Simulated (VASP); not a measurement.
# PbI2 (P-3m1) in VASP: further runs, part 2 of 2

VASP 6.6.1.

## 3. Single point, PBEsol

File INCAR:

```
ALGO = Normal
EDIFF = 1E-6
ENCUT = 500
GGA = PS
GGA_COMPAT = False
ISIF = 2
ISMEAR = 0
LASPH = True
LCHARG = False
LREAL = False
LWAVE = False
NBANDS = 21
NELM = 120
PREC = Accurate
SIGMA = 0.1
```

File KPOINTS:

```
k-points
0
Gamma
  6 6 2
```

File POSCAR:

```
PbI2
1.0
    4.5550018558      0.0000000000      0.0000000000
   -2.2775009279      3.9447473214      0.0000000000
    0.0000000000      0.0000000000      6.9770000000
Pb I
1 2
Direct
    0.0000000000      0.0000000000      0.0000000000
    0.3333333333      0.6666666667      0.2650000000
    0.6666666667      0.3333333333      0.7350000000
```

Potentials or basis: VASP PAW PBE potentials, release 64 (Pb_d, I).

Launch:

```console
$ cat potpaw_PBE.64/Pb_d/POTCAR potpaw_PBE.64/I/POTCAR > POTCAR
$ mpirun -np 1 vasp_std > vasp.out
```

OUTCAR:

```text
EDIFF = 1E-6
   ENCUT = 500
   GGA = PS
   ISIF = 2
   ISMEAR = 0
   LASPH = True
   LREAL = False
   NELM = 120
   PREC = Accurate

 ion  position               nearest neighbor table
   1  0.000  0.000  0.000-   2 3.21   3 3.21   2 3.21   3 3.21   3 3.21   2 3.21
   2  0.333  0.667  0.265-   1 3.21   1 3.21   1 3.21
   3  0.667  0.333  0.735-   1 3.21   1 3.21   1 3.21

  LATTYP: Found a hexagonal cell.
 ALAT       =     4.5550018558
 C/A-ratio  =     1.5317227568

  Lattice vectors:

 A1 = (   4.5550018558,   0.0000000000,   0.0000000000)
 A2 = (  -2.2775009279,   3.9447473214,   0.0000000000)
 A3 = (   0.0000000000,   0.0000000000,   6.9770000000)

Analysis of symmetry for initial positions (statically):
=====================================================================
 Subroutine PRICEL returns:
 Original cell was already a primitive cell.

 Routine SETGRP: Setting up the symmetry group for a
 hexagonal supercell.

 Subroutine GETGRP returns: Found 12 space group operations
 (whereof 12 operations were pure point group operations)
 out of a pool of 24 trial point group operations.

The static configuration has the point symmetry D_3d.

Analysis of symmetry for dynamics (positions and initial velocities):
=====================================================================
 Subroutine PRICEL returns:
 Original cell was already a primitive cell.

 Routine SETGRP: Setting up the symmetry group for a
 hexagonal supercell.

 Subroutine GETGRP returns: Found 12 space group operations
 (whereof 12 operations were pure point group operations)
 out of a pool of 24 trial point group operations.

The dynamic configuration has the point symmetry D_3d.

 Subroutine INISYM returns: Found 12 space group operations
 (whereof 12 operations are pure point group operations),
 and found     1 'primitive' translations

----------------------------------------------------------------------------------------

                                     Primitive cell

  volume of cell :     125.3650

  direct lattice vectors                    reciprocal lattice vectors
     4.555001856  0.000000000  0.000000000     0.219538879  0.126750831  0.000000000
    -2.277500928  3.944747321  0.000000000     0.000000000  0.253501661  0.000000000
     0.000000000  0.000000000  6.977000000     0.000000000  0.000000000  0.143328078

  length of vectors
     4.555001856  4.555001856  6.977000000     0.253501661  0.253501661  0.143328078

  position of ions in fractional coordinates (direct lattice)
     0.000000000  0.000000000  0.000000000
     0.333333333  0.666666667  0.265000000
     0.666666667  0.333333333  0.735000000

  ion indices of the primitive-cell ions
   primitive index   ion index
                 1           1
                 2           2
                 3           3

----------------------------------------------------------------------------------------

 KPOINTS: k-points

Automatic generation of k-mesh.
 Grid dimensions read from file:
 generate k-points for:    6    6    2

 Generating k-lattice:

  Cartesian coordinates                     Fractional coordinates (reciprocal lattice)
     0.036589813  0.021125138  0.000000000     0.166666667 -0.000000000  0.000000000
     0.000000000  0.042250277  0.000000000     0.000000000  0.166666667  0.000000000
     0.000000000  0.000000000  0.071664039     0.000000000  0.000000000  0.500000000

  Length of vectors
     0.042250277  0.042250277  0.071664039

  Shift w.r.t. Gamma in fractional coordinates (k-lattice)
     0.000000000  0.000000000  0.000000000

 Subroutine IBZKPT returns following result:
 ===========================================

 Found     14 irreducible k-points:

 Following reciprocal coordinates:
            Coordinates               Weight
  0.000000  0.000000  0.000000      1.000000
  0.166667  0.000000  0.000000      6.000000
  0.333333  0.000000  0.000000      6.000000
  0.500000 -0.000000  0.000000      3.000000
  0.166667  0.166667  0.000000      6.000000
  0.333333  0.166667  0.000000     12.000000
  0.333333  0.333333  0.000000      2.000000
  0.000000  0.000000  0.500000      1.000000
  0.166667  0.000000  0.500000      6.000000
  0.333333  0.000000  0.500000      6.000000
  0.500000 -0.000000  0.500000      3.000000
  0.166667  0.166667  0.500000      6.000000
  0.333333  0.166667  0.500000     12.000000
  0.333333  0.333333  0.500000      2.000000
   k-points           NKPTS =     14   k-points in BZ     NKDIM =     14   number of bands    NBANDS=     21
   number of dos      NEDOS =    301   number of ions     NIONS =      3
   total plane-waves  NPLWV =  69984
   dimension x,y,z NGX =    36 NGY =   36 NGZ =   54
   dimension x,y,z NGXF=    72 NGYF=   72 NGZF=  108
   ions per type =               1   2
   NGX,Y,Z   is equivalent  to a cutoff of  13.14, 13.14, 12.87 a.u.
   NGXF,Y,Z  is equivalent  to a cutoff of  26.28, 26.28, 25.73 a.u.
 SYSTEM =  unknown system
   PREC   = accura    normal or accurate (medium, high low for compatibility)
   ISTART =      0    job   : 0-new  1-cont  2-samecut
   ICHARG =      2    charge: 1-file 2-atom 10-const
   ISPIN  =      1    spin polarized calculation?
   LNONCOLLINEAR =      F non collinear calculations
   LSORBIT =      F    spin-orbit coupling
   LASPH  =      T    aspherical Exc in radial PAW
   ENCUT  =  500.0 eV  36.75 Ry    6.06 a.u.   8.30  8.30 12.72*2*pi/ulx,y,z
   NELM   =    120;   NELMIN=  2; NELMDL= -5     # of ELM steps
   EDIFF  = 0.1E-05   stopping-criterion for ELM
   LREAL  =      F    real-space projection
   EDIFFG = 0.1E-04   stopping-criterion for IOM
   NSW    =      0    number of steps for IOM
   IBRION =     -1    ionic relax: 0-MD 1-quasi-New 2-CG
   NFREE  =      0    steps in history (QN), initial steepest desc. (CG)
   ISIF   =      2    stress and relaxation
   ISYM   =      2    0-nonsym 1-usesym 2-fastsym
   POTIM  = 0.5000    time-step for ionic-motion
   TEBEG  =    0.0;   TEEND  =   0.0 temperature during run
   PSTRESS=    0.0 pullay stress
   NELECT =      28.0000    total number of electrons
   NUPDOWN=      -1.0000    fix difference up-down
   EMIN   =  10.00;   EMAX   =-10.00  energy-range for DOS
   EFERMI =   0.00;   METHOD = LEGACY
   ISMEAR =     0;   SIGMA  =   0.10  broadening in eV -4-tet -1-fermi 0-gaus
   EFERMI_NEDOS =   21; number of points for ismear=-14 and -15
   IALGO  =     38    algorithm
   IMIX   =      4    mixing-type and parameters
     AMIX     =   0.40;   BMIX     =  1.00
     AMIX_MAG =   1.60;   BMIX_MAG =  1.00
  volume/ion in A,a.u.               =      41.79       282.00
  Fermi-wavevector in a.u.,A,eV,Ry     =   0.993273  1.877014 13.423392  0.986591
  Thomas-Fermi vector in A             =   2.125143
   LORBIT       =      0    0 simple, 1 ext, 2 COOP (PROOUT), +10 PAW based schemes
   GGA     = PS    functional components
   LHFCALC =     F    Hartree Fock is set to
   AEXX    =    0.0000 exact exchange contribution
   IVDW    =     0    specifies the selected vdW correction
   LEPSILON=     F    determine dielectric tensor
   LRPA    =     F    only Hartree local field effects (RPA)
 non-spin polarized calculation
 Gauss-broadening in eV      SIGMA  =   0.10
  energy-cutoff  :      500.00
  volume of cell :      125.37
 maximum number of plane-waves:      3199
 NGX is ok and might be reduce to    36
   NGX = 17   NGY = 17   NGZ = 25

 number of electron      28.0000001 magnetization

 Free energy of the ion-electron system (eV)
  ---------------------------------------------------
  ext. energy  EPLUGINS =         0.00000000
  ---------------------------------------------------
  free energy    TOTEN  =        -9.33542674 eV

  energy without entropy =       -9.33542674  energy(sigma->0) =       -9.33542674

 E-fermi :   2.9792     XC(G=0):  -8.3146

 val. band max:        2.5547193388   @ k =   0.0000   0.0000   0.5000
 cond. band min:       4.6694405597   @ k =   0.0000   0.0000   0.5000
 fundamental gap:      2.1147212210
 Fermi energy:         2.9792320458

 k-point     1 :       0.0000    0.0000    0.0000
  band No.  band energies     occupation
      1     -13.4782      2.00000
      2     -13.4782      2.00000
      3     -13.4634      2.00000
      4     -13.4541      2.00000
      5     -13.4541      2.00000
      6      -9.6988      2.00000
[... 310 lines left out ...]
      5     -13.4494      2.00000
      6      -8.8613      2.00000
[... 13 lines left out ...]
     20      10.1482      0.00000
     21      10.5890      0.00000

------------------------ aborting loop because EDIFF is reached ----------------------------------------

  FORCE on cell =-STRESS in cart. coord.  units (eV):
  Direction    XX          YY          ZZ          XY          YZ          ZX
  --------------------------------------------------------------------------------------
  -------------------------------------------------------------------------------------
  Total        0.0093110      0.0093110      0.1277274      0.0000000     -0.0000000      0.0000000
  in kB        0.1189953      0.1189953      1.6323682      0.0000000     -0.0000000      0.0000000
  external PRESSURE =       0.6234530 kB  Pullay stress =       0.0000000 kB

 VOLUME and BASIS-vectors are now :
 -----------------------------------------------------------------------------
  energy-cutoff  :      500.00
  volume of cell :      125.37
      direct lattice vectors                 reciprocal lattice vectors
     4.555001856  0.000000000  0.000000000     0.219538879  0.126750831  0.000000000
    -2.277500928  3.944747321  0.000000000     0.000000000  0.253501661  0.000000000
     0.000000000  0.000000000  6.977000000     0.000000000  0.000000000  0.143328078

 POSITION                                       TOTAL-FORCE (eV/Angst)
 -----------------------------------------------------------------------------------
      0.00000      0.00000      0.00000         0.000000      0.000000     -0.000000
     -0.00000      2.62983      1.84891        -0.000000     -0.000000      0.009653
      2.27750      1.31492      5.12809        -0.000000      0.000000     -0.009653
 -----------------------------------------------------------------------------------
    total drift:                               -0.000000     -0.000000      0.000000

  FREE ENERGIE OF THE ION-ELECTRON SYSTEM (eV)
  ---------------------------------------------------
  free  energy   TOTEN  =        -9.3354267363 eV

  energy  without entropy=       -9.3354267363  energy(sigma->0) =       -9.33542674
```

Wall time 60 s (1 thread of Intel Xeon Platinum 8259CL at 2.50GHz (Skylake/Cascade Lake), shared host); peak memory 0.24 GiB.

What came out:

- Free energy: -9.3354 eV
- Pressure: 0.1 GPa
- Largest force: 0.010 eV/Å
- Band gap on the k mesh: 2.11 eV, direct

Forces on the atoms (eV/Å):
```
Pb   0.000  0.000  0.000
I    0.000  0.000  0.010
I    0.000  0.000 -0.010
```

Caveat: the k points lie up to 0.45 Å⁻¹ apart; the PAW data sets were made with another functional, which shifts forces and pressure a little; spin-orbit coupling is left out, which moves the levels of the heavy elements; this functional lacks dispersion, which binds the layers, so the pressure and a relaxed spacing across them are unreliable. A k mesh can miss the band edges.

## 4. Single point, PBE

File INCAR:

```
  PREC = Accurate
  ENCUT = 500
  EDIFF = 1E-6
  ISMEAR = -1
  SIGMA = 0.51
  LREAL = F
  LASPH = T
  NELM = 120
  ALGO = Normal
  ISIF = 2
  LWAVE = F
  LCHARG = F
  GGA = PE
  NBANDS = 21
  GGA_COMPAT = F
```

File KPOINTS:

```
regular mesh
0
Gamma
  6 6 2
```

POSCAR is that of step 3.

Launch:

```console
$ cat potpaw_PBE.64/Pb_d/POTCAR potpaw_PBE.64/I/POTCAR > POTCAR
$ mpirun -np 1 vasp_std > vasp.out
```

Run time: 64 s. Hardware: 1 thread of Intel Xeon Platinum 8259CL at 2.50GHz (Skylake/Cascade Lake), shared host; peak memory 0.24 GiB.

It converged, with:

```yaml
Free_energy: -8.6575 eV
Pressure: 2.1 GPa
Largest_force: 0.218 eV/Å
Band_gap_on_the_k_mesh: 2.24 eV, direct
```

Forces in eV/Å, atoms in the order of the input:
```
Pb   0.000  0.000  0.000
I    0.000  0.000  0.218
I    0.000  0.000 -0.218
```

Levels at points of the mesh, in eV from the valence-band top:
| k point | band 12 | band 13 | band 14 | band 15 | band 16 | band 17 |
| --- | --- | --- | --- | --- | --- | --- |
| (0.00, 0.00, 0.00) | -0.95 | -0.95 | -0.72 | 2.48 | 3.39 | 3.39 |
| (0.50, 0.00, 0.00) | -1.58 | -0.79 | -0.38 | 2.89 | 3.73 | 4.77 |
| (0.00, 0.00, 0.50) | -0.77 | -0.77 | 0.00 | 2.24 | 3.20 | 3.20 |
| (0.50, 0.00, 0.50) | -1.36 | -1.16 | -0.67 | 3.25 | 3.76 | 4.19 |

Caveat: the k points lie up to 0.45 Å⁻¹ apart; spin-orbit coupling is left out, which moves the levels of the heavy elements; this functional lacks dispersion, which binds the layers, so the pressure and a relaxed spacing across them are unreliable. Expect the measured gap to be larger: semilocal functionals such as PBE lack the derivative discontinuity.

## 5. The runs side by side

```csv
level,smearing,gap on the mesh (eV),pressure (GPa),largest force (eV/Å)
PBE,gaussian 0.1 eV,2.22,1.8,0.17
PBEsol,gaussian 0.1 eV,2.11,0.1,0.01
PBE,fermi-dirac 0.51 eV,2.24,2.1,0.22
```

Alike in all rows: task single point; potentials or basis VASP PAW PBE potentials, release 64 (Pb_d, I); no spin polarisation; cell as given; k mesh 6 × 6 × 2; cutoff (eV) 500.

Caveats: all runs use coarse meshes; spin-orbit coupling is left out, which moves the levels of the heavy elements; this functional lacks dispersion, which binds the layers, so the pressure and a relaxed spacing across them are unreliable; the PAW data sets were made with another functional, which shifts forces and pressure a little (some runs).

Absolute energies hang on the potentials; compare differences alone.
